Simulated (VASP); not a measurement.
# Tl (P6/mmm) in VASP: a series of runs

Tl is run at these levels: PBE; tasks: single point.

Program: VASP 6.6.1. These are calculated values, not measurements. Logs are shortened: lines on timing, memory, paths and dates and some standing lists are left out, and cuts for length are marked.

**1. The cell of the first run**

The structure is hexagonal, space group P6/mmm (No. 191). Conventional cell: a = 5.438 Å, b = 5.438 Å, c = 3.342 Å, α = 90.00°, β = 90.00°, γ = 120.00°. Within 4.4 Å of Tl (site symmetry 6/mmm) lie 14 Tl at 3.34 to 3.56 Å. Tl (site symmetry -6m2) has 11 Tl at 3.14 to 3.56 Å within 4.1 Å.

This isn't the form of Tl at room conditions, which is hcp.

**2. Single point, PBE**

INCAR reads:

```
PREC = Accurate
ENCUT = 520
EDIFF = 1E-7
ISMEAR = -1
SIGMA = 0.1
LREAL = False
LASPH = True
NELM = 100
ALGO = Normal
ISIF = 2
LWAVE = False
LCHARG = False
GGA = PE
NBANDS = 26
```

KPOINTS reads:

```
Automatic mesh
0
Gamma
  7 7 10
```

POSCAR reads:

```
Tl
1.0
    5.4380835851      0.0000000000      0.0000000000
   -2.7190417926      4.7095185326      0.0000000000
    0.0000000000      0.0000000000      3.3421778411
Tl
3
Direct
    0.0000000000      0.0000000000      0.0000000000
    0.3333333333      0.6666666667      0.5000000000
    0.6666666667      0.3333333333      0.5000000000
```

Potentials or basis: VASP PAW PBE potentials, release 64 (Tl_d).

Started as:

```sh
$ cat potpaw_PBE.64/Tl_d/POTCAR > POTCAR
$ mpirun -np 1 vasp_std > vasp.out
```

OUTCAR:

```text
PREC = Accurate
   ENCUT = 520
   EDIFF = 1E-7
   ISMEAR = -1
   LREAL = False
   LASPH = True
   NELM = 100
   ISIF = 2
   GGA = PE

 ion  position               nearest neighbor table
   1  0.000  0.000  0.000-   2 3.56   3 3.56   2 3.56   3 3.56   3 3.56   3 3.56   2 3.56   2 3.56
                             3 3.56   3 3.56   2 3.56   2 3.56
   2  0.333  0.667  0.500-   3 3.14   3 3.14   3 3.14   1 3.56   1 3.56   1 3.56   1 3.56   1 3.56
                             1 3.56
   3  0.667  0.333  0.500-   2 3.14   2 3.14   2 3.14   1 3.56   1 3.56   1 3.56   1 3.56   1 3.56
                             1 3.56

  LATTYP: Found a hexagonal cell.
 ALAT       =     5.4380835851
 C/A-ratio  =     0.6145874349

  Lattice vectors:

 A1 = (   5.4380835851,   0.0000000000,   0.0000000000)
 A2 = (  -2.7190417926,   4.7095185326,   0.0000000000)
 A3 = (   0.0000000000,   0.0000000000,   3.3421778411)

Analysis of symmetry for initial positions (statically):
=====================================================================
 Subroutine PRICEL returns:
 Original cell was already a primitive cell.

 Routine SETGRP: Setting up the symmetry group for a
 hexagonal supercell.

 Subroutine GETGRP returns: Found 24 space group operations
 (whereof 24 operations were pure point group operations)
 out of a pool of 24 trial point group operations.

The static configuration has the point symmetry D_6h.

Analysis of symmetry for dynamics (positions and initial velocities):
=====================================================================
 Subroutine PRICEL returns:
 Original cell was already a primitive cell.

 Routine SETGRP: Setting up the symmetry group for a
 hexagonal supercell.

 Subroutine GETGRP returns: Found 24 space group operations
 (whereof 24 operations were pure point group operations)
 out of a pool of 24 trial point group operations.

The dynamic configuration has the point symmetry D_6h.

 Subroutine INISYM returns: Found 24 space group operations
 (whereof 24 operations are pure point group operations),
 and found     1 'primitive' translations

----------------------------------------------------------------------------------------

                                     Primitive cell

  volume of cell :      85.5957

  direct lattice vectors                    reciprocal lattice vectors
     5.438083585  0.000000000  0.000000000     0.183888310  0.106167965  0.000000000
    -2.719041793  4.709518533  0.000000000     0.000000000  0.212335931  0.000000000
     0.000000000  0.000000000  3.342177841     0.000000000  0.000000000  0.299206101

  length of vectors
     5.438083585  5.438083585  3.342177841     0.212335931  0.212335931  0.299206101

  position of ions in fractional coordinates (direct lattice)
     0.000000000  0.000000000  0.000000000
     0.333333333  0.666666667  0.500000000
     0.666666667  0.333333333  0.500000000

  ion indices of the primitive-cell ions
   primitive index   ion index
                 1           1
                 2           2
                 3           3

----------------------------------------------------------------------------------------

 KPOINTS: Automatic mesh

Automatic generation of k-mesh.
 Grid dimensions read from file:
 generate k-points for:    7    7   10

 Generating k-lattice:

  Cartesian coordinates                     Fractional coordinates (reciprocal lattice)
     0.026269759  0.015166852  0.000000000     0.142857143  0.000000000  0.000000000
     0.000000000  0.030333704  0.000000000     0.000000000  0.142857143  0.000000000
     0.000000000  0.000000000  0.029920610     0.000000000  0.000000000  0.100000000

  Length of vectors
     0.030333704  0.030333704  0.029920610

  Shift w.r.t. Gamma in fractional coordinates (k-lattice)
     0.000000000  0.000000000  0.000000000

 Subroutine IBZKPT returns following result:
 ===========================================

 Found     48 irreducible k-points:

 Following reciprocal coordinates:
            Coordinates               Weight
  0.000000  0.000000  0.000000      1.000000
  0.142857  0.000000  0.000000      6.000000
  0.285714  0.000000  0.000000      6.000000
  0.428571  0.000000  0.000000      6.000000
  0.142857  0.142857  0.000000      6.000000
  0.285714  0.142857  0.000000     12.000000
[... 16 lines left out ...]
  0.428571  0.142857  0.200000     12.000000
  0.285714  0.285714  0.200000     12.000000
 [... further k-points ...]
   k-points           NKPTS =     48   k-points in BZ     NKDIM =     48   number of bands    NBANDS=     26
   number of dos      NEDOS =    301   number of ions     NIONS =      3
   total plane-waves  NPLWV =  44800
   dimension x,y,z NGX =    40 NGY =   40 NGZ =   28
   dimension x,y,z NGXF=    80 NGYF=   80 NGZF=   56
   ions per type =               3
   NGX,Y,Z   is equivalent  to a cutoff of  12.23, 12.23, 13.93 a.u.
   NGXF,Y,Z  is equivalent  to a cutoff of  24.46, 24.46, 27.86 a.u.
 SYSTEM =  unknown system
   PREC   = accura    normal or accurate (medium, high low for compatibility)
   ISTART =      0    job   : 0-new  1-cont  2-samecut
   ICHARG =      2    charge: 1-file 2-atom 10-const
   ISPIN  =      1    spin polarized calculation?
   LNONCOLLINEAR =      F non collinear calculations
   LSORBIT =      F    spin-orbit coupling
   LASPH  =      T    aspherical Exc in radial PAW
   ENCUT  =  520.0 eV  38.22 Ry    6.18 a.u.  10.11 10.11  6.21*2*pi/ulx,y,z
   NELM   =    100;   NELMIN=  2; NELMDL= -5     # of ELM steps
   EDIFF  = 0.1E-06   stopping-criterion for ELM
   LREAL  =      F    real-space projection
   EDIFFG = 0.1E-05   stopping-criterion for IOM
   NSW    =      0    number of steps for IOM
   IBRION =     -1    ionic relax: 0-MD 1-quasi-New 2-CG
   NFREE  =      0    steps in history (QN), initial steepest desc. (CG)
   ISIF   =      2    stress and relaxation
   ISYM   =      2    0-nonsym 1-usesym 2-fastsym
   POTIM  = 0.5000    time-step for ionic-motion
   TEBEG  =    0.0;   TEEND  =   0.0 temperature during run
   PSTRESS=    0.0 pullay stress
   NELECT =      39.0000    total number of electrons
   NUPDOWN=      -1.0000    fix difference up-down
   EMIN   =  10.00;   EMAX   =-10.00  energy-range for DOS
   EFERMI =   0.00;   METHOD = LEGACY
   ISMEAR =    -1;   SIGMA  =   0.10  broadening in eV -4-tet -1-fermi 0-gaus
   EFERMI_NEDOS =   21; number of points for ismear=-14 and -15
   IALGO  =     38    algorithm
   IMIX   =      4    mixing-type and parameters
     AMIX     =   0.40;   BMIX     =  1.00
     AMIX_MAG =   1.60;   BMIX_MAG =  1.00
  volume/ion in A,a.u.               =      28.53       192.54
  Fermi-wavevector in a.u.,A,eV,Ry     =   1.259735  2.380553 21.591510  1.586931
  Thomas-Fermi vector in A             =   2.393280
   LORBIT       =      0    0 simple, 1 ext, 2 COOP (PROOUT), +10 PAW based schemes
   GGA     = PE    functional components
   LHFCALC =     F    Hartree Fock is set to
   AEXX    =    0.0000 exact exchange contribution
   IVDW    =     0    specifies the selected vdW correction
   LEPSILON=     F    determine dielectric tensor
   LRPA    =     F    only Hartree local field effects (RPA)
 non-spin polarized calculation
  energy-cutoff  :      520.00
  volume of cell :       85.60
 maximum number of plane-waves:      2328
   NGX = 21   NGY = 21   NGZ = 13

 number of electron      39.0000004 magnetization

 Free energy of the ion-electron system (eV)
  ---------------------------------------------------
  ext. energy  EPLUGINS =         0.00000000
  ---------------------------------------------------
  free energy    TOTEN  =        -6.55483677 eV

  energy without entropy =       -6.51650219  energy(sigma->0) =       -6.53566948

 E-fermi :   6.7428     XC(G=0): -10.1973

 val. band max:        6.7269022973   @ k =   0.2857   0.2857   0.0000
 cond. band min:       6.7961125682   @ k =   0.0000   0.0000   0.5000
 fundamental gap:      0.0692102709
 Fermi energy:         6.7428309151

 k-point     1 :       0.0000    0.0000    0.0000
  band No.  band energies     occupation
      1      -5.4438      2.00000
      2      -5.0724      2.00000
      3      -5.0565      2.00000
      4      -5.0565      2.00000
      5      -5.0410      2.00000
      6      -4.8535      2.00000
[... 18 lines left out ...]
     25      17.4502      0.00000
     26      17.4719      0.00000

 k-point     2 :       0.1429    0.0000    0.0000
  band No.  band energies     occupation
      1      -5.4258      2.00000
      2      -5.1480      2.00000
      3      -5.1155      2.00000
      4      -5.0722      2.00000
      5      -5.0328      2.00000
      6      -4.8861      2.00000
[... 18 lines left out ...]
     25      16.0831      0.00000
     26      16.8755      0.00000

 k-point     3 :       0.2857    0.0000    0.0000
  band No.  band energies     occupation
      1      -5.3829      2.00000
      2      -5.2652      2.00000
      3      -5.1966      2.00000
      4      -5.1276      2.00000
      5      -5.0391      2.00000
      6      -4.9300      2.00000
[... 18 lines left out ...]
     25      14.9799      0.00000
     26      15.6131      0.00000

 k-point     4 :       0.4286    0.0000    0.0000
  band No.  band energies     occupation
      1      -5.3714      2.00000
      2      -5.3138      2.00000
      3      -5.2413      2.00000
      4      -5.1717      2.00000
      5      -5.0490      2.00000
      6      -4.9550      2.00000
[... 18 lines left out ...]
     25      13.0825      0.00000
     26      14.2715      0.00000
[... 496 lines left out ...]
      1      -5.3222      2.00000
      2      -5.2224      2.00000
      3      -5.1901      2.00000
      4      -5.0568      2.00000
      5      -4.9971      2.00000
      6      -4.9132      2.00000
[... 18 lines left out ...]
     25      12.4133      0.00000
     26      12.7575      0.00000

 k-point    23 :       0.4286    0.1429    0.2000
  band No.  band energies     occupation
      1      -5.3404      2.00000
      2      -5.2366      2.00000
      3      -5.1875      2.00000
      4      -5.0527      2.00000
      5      -4.9910      2.00000
      6      -4.9235      2.00000
[... 18 lines left out ...]
     25      13.0090      0.00000
     26      13.4335      0.00000

 k-point    24 :       0.2857    0.2857    0.2000
  band No.  band energies     occupation
      1      -5.3528      2.00000
      2      -5.2107      2.00000
      3      -5.1985      2.00000
      4      -5.0633      2.00000
      5      -4.9681      2.00000
      6      -4.9324      2.00000
[... 18 lines left out ...]
     25      13.7425      0.00000
     26      13.7839      0.00000

 [... further k-points ...]

------------------------ aborting loop because EDIFF is reached ----------------------------------------

  FORCE on cell =-STRESS in cart. coord.  units (eV):
  Direction    XX          YY          ZZ          XY          YZ          ZX
  --------------------------------------------------------------------------------------
  -------------------------------------------------------------------------------------
  Total        1.8699224      1.8699224      1.8398515     -0.0000000      0.0000000     -0.0000000
  in kB       35.0011421     35.0011421     34.4382767     -0.0000000      0.0000000     -0.0000000
  external PRESSURE =      34.8135203 kB  Pullay stress =       0.0000000 kB

 VOLUME and BASIS-vectors are now :
 -----------------------------------------------------------------------------
  energy-cutoff  :      520.00
  volume of cell :       85.60
      direct lattice vectors                 reciprocal lattice vectors
     5.438083585  0.000000000  0.000000000     0.183888310  0.106167965  0.000000000
    -2.719041793  4.709518533  0.000000000     0.000000000  0.212335931  0.000000000
     0.000000000  0.000000000  3.342177841     0.000000000  0.000000000  0.299206101

 POSITION                                       TOTAL-FORCE (eV/Angst)
 -----------------------------------------------------------------------------------
      0.00000      0.00000      0.00000         0.000000      0.000000      0.000000
     -0.00000      3.13968      1.67109         0.000000      0.000000      0.000000
      2.71904      1.56984      1.67109        -0.000000     -0.000000      0.000000
 -----------------------------------------------------------------------------------
    total drift:                               -0.000000      0.000000      0.000000

  FREE ENERGIE OF THE ION-ELECTRON SYSTEM (eV)
  ---------------------------------------------------
  free  energy   TOTEN  =        -6.5548367653 eV

  energy  without entropy=       -6.5165021934  energy(sigma->0) =       -6.53566948
```

Wall time 48 s (1 thread of AMD EPYC 9R45 (Zen 5), shared host); peak memory 0.21 GiB.

What came out:

```
Free energy            : -6.5548 eV
Pressure               : 3.5 GPa
Band gap on the k mesh : zero (an odd number of electrons rules out a gap without spin polarisation)
```

Caveat: the cell stands under pressure; spin-orbit coupling is left out, which moves the levels of the heavy elements.

**3. Single point, PBE (28.53 Å³/atom)**

INCAR reads:

```
SYSTEM = Tl
  PREC = Accurate
  ENCUT = 520
  EDIFF = 1E-6
  ISMEAR = -1
  SIGMA = 0.1
  LREAL = .False.
  LASPH = .True.
  NELM = 60
  ALGO = Normal
  ISIF = 2
  LWAVE = .False.
  LCHARG = .True.
  GGA = PE
  LELF = .True.
  LVHAR = .True.
  NBANDS = 26
```

KPOINTS reads:

```
regular mesh
0
Gamma
  7 7 10
  0 0 0
```

POSCAR is that of step 2.

Potentials or basis: VASP PAW PBE potentials, release 64 (Tl_d).

Started as:

```sh
$ cat potpaw_PBE.64/Tl_d/POTCAR > POTCAR
$ mpirun -np 1 vasp_std > vasp.out
```

OUTCAR:

```text
SYSTEM = Tl
   PREC = Accurate
   ENCUT = 520
   EDIFF = 1E-6
   ISMEAR = -1
   LREAL = .False.
   LASPH = .True.
   NELM = 60
   ISIF = 2
   GGA = PE

 ion  position               nearest neighbor table
   1  0.000  0.000  0.000-   2 3.56   3 3.56   2 3.56   3 3.56   3 3.56   3 3.56   2 3.56   2 3.56
                             3 3.56   3 3.56   2 3.56   2 3.56
   2  0.333  0.667  0.500-   3 3.14   3 3.14   3 3.14   1 3.56   1 3.56   1 3.56   1 3.56   1 3.56
                             1 3.56
   3  0.667  0.333  0.500-   2 3.14   2 3.14   2 3.14   1 3.56   1 3.56   1 3.56   1 3.56   1 3.56
                             1 3.56

  LATTYP: Found a hexagonal cell.
 ALAT       =     5.4380835851
 C/A-ratio  =     0.6145874349

  Lattice vectors:

 A1 = (   5.4380835851,   0.0000000000,   0.0000000000)
 A2 = (  -2.7190417926,   4.7095185326,   0.0000000000)
 A3 = (   0.0000000000,   0.0000000000,   3.3421778411)

Analysis of symmetry for initial positions (statically):
=====================================================================
 Subroutine PRICEL returns:
 Original cell was already a primitive cell.

 Routine SETGRP: Setting up the symmetry group for a
 hexagonal supercell.
[... 167 lines left out ...]

 E-fermi :   6.7428     XC(G=0): -10.1973

 val. band max:        6.7269154789   @ k =   0.2857   0.2857   0.0000
 cond. band min:       6.7961547709   @ k =   0.0000   0.0000   0.5000
 fundamental gap:      0.0692392920
 Fermi energy:         6.7428470600

 k-point     1 :       0.0000    0.0000    0.0000
  band No.  band energies     occupation
      1      -5.4437      2.00000
      2      -5.0724      2.00000
      3      -5.0565      2.00000
      4      -5.0565      2.00000
      5      -5.0409      2.00000
      6      -4.8535      2.00000
[... 685 lines left out ...]
     25      13.7425      0.00000
     26      13.7839      0.00000

 [... further k-points ...]

------------------------ aborting loop because EDIFF is reached ----------------------------------------

  FORCE on cell =-STRESS in cart. coord.  units (eV):
  Direction    XX          YY          ZZ          XY          YZ          ZX
  --------------------------------------------------------------------------------------
  -------------------------------------------------------------------------------------
  Total        1.8676917      1.8676917      1.8384685     -0.0000000      0.0000000      0.0000000
  in kB       34.9593881     34.9593881     34.4123903     -0.0000000      0.0000000      0.0000000
  external PRESSURE =      34.7770555 kB  Pullay stress =       0.0000000 kB

 VOLUME and BASIS-vectors are now :
 -----------------------------------------------------------------------------
  energy-cutoff  :      520.00
  volume of cell :       85.60
      direct lattice vectors                 reciprocal lattice vectors
     5.438083585  0.000000000  0.000000000     0.183888310  0.106167965  0.000000000
    -2.719041793  4.709518533  0.000000000     0.000000000  0.212335931  0.000000000
     0.000000000  0.000000000  3.342177841     0.000000000  0.000000000  0.299206101

 POSITION                                       TOTAL-FORCE (eV/Angst)
 -----------------------------------------------------------------------------------
      0.00000      0.00000      0.00000        -0.000000      0.000000      0.000000
     -0.00000      3.13968      1.67109         0.000000      0.000000      0.000000
      2.71904      1.56984      1.67109        -0.000000      0.000000     -0.000000
 -----------------------------------------------------------------------------------
    total drift:                               -0.000000      0.000000      0.000000

  FREE ENERGIE OF THE ION-ELECTRON SYSTEM (eV)
  ---------------------------------------------------
  free  energy   TOTEN  =        -6.5548366969 eV

  energy  without entropy=       -6.5165019298  energy(sigma->0) =       -6.53566931
```

Wall time 47 s (1 thread of AMD EPYC 9R45 (Zen 5), shared host); peak memory 0.21 GiB.

What came out:

```yaml
Free_energy: -6.5548 eV
Pressure: 3.5 GPa
Band_gap_on_the_k_mesh: zero (an odd number of electrons rules out a gap without spin polarisation)
```

Caveat: the cell stands under pressure; spin-orbit coupling is left out, which moves the levels of the heavy elements.

**4. Single point, PBE**

This run uses another cell than the first one, of 31.70 Å³/atom.

INCAR reads:

```
SYSTEM = Tl
  PREC = Accurate
  ENCUT = 520
  EDIFF = 1E-6
  ISMEAR = -1
  SIGMA = 0.1
  LREAL = .False.
  LASPH = .True.
  NELM = 80
  ALGO = Normal
  ISIF = 2
  LWAVE = .False.
  LCHARG = .False.
  GGA = PE
  NBANDS = 26
```

KPOINTS is that of step 3.

POSCAR reads:

```
Tl
1.0
    5.6296406484      0.0000000000      0.0000000000
   -2.8148203242      4.8754118157      0.0000000000
    0.0000000000      0.0000000000      3.4651134279
Tl
3
Direct
    0.0000000000      0.0000000000      0.0000000000
    0.3333333333      0.6666666667      0.5000000000
    0.6666666667      0.3333333333      0.5000000000
```

Started as:

```sh
$ cat potpaw_PBE.64/Tl_d/POTCAR > POTCAR
$ mpirun -np 1 vasp_std > vasp.out
```

It took 49 s on 1 thread of AMD EPYC 9R45 (Zen 5), shared host; peak memory 0.22 GiB.

The run converged. Its results:

| Item | Value |
| --- | --- |
| Free energy | -6.6497 eV |
| Pressure | -0.1 GPa |
| Band gap on the k mesh | zero (an odd number of electrons rules out a gap without spin polarisation) |

Levels at points of the mesh, in eV from the Fermi level:
| k point | band 16 | band 17 | band 18 | band 19 | band 20 | band 21 | band 22 | band 23 |
| --- | --- | --- | --- | --- | --- | --- | --- | --- |
| (0.00, 0.00, 0.00) | -9.54 | -4.67 | -4.34 | -0.45 | -0.45 | -0.30 | -0.30 | 4.34 |
| (0.00, 0.00, 0.50) | -6.70 | -5.51 | -2.35 | -0.13 | 0.65 | 1.32 | 1.32 | 1.43 |

Caveat: spin-orbit coupling is left out, which moves the levels of the heavy elements.

The gap in the log of VASP goes by the Fermi energy; the results here count the filled bands.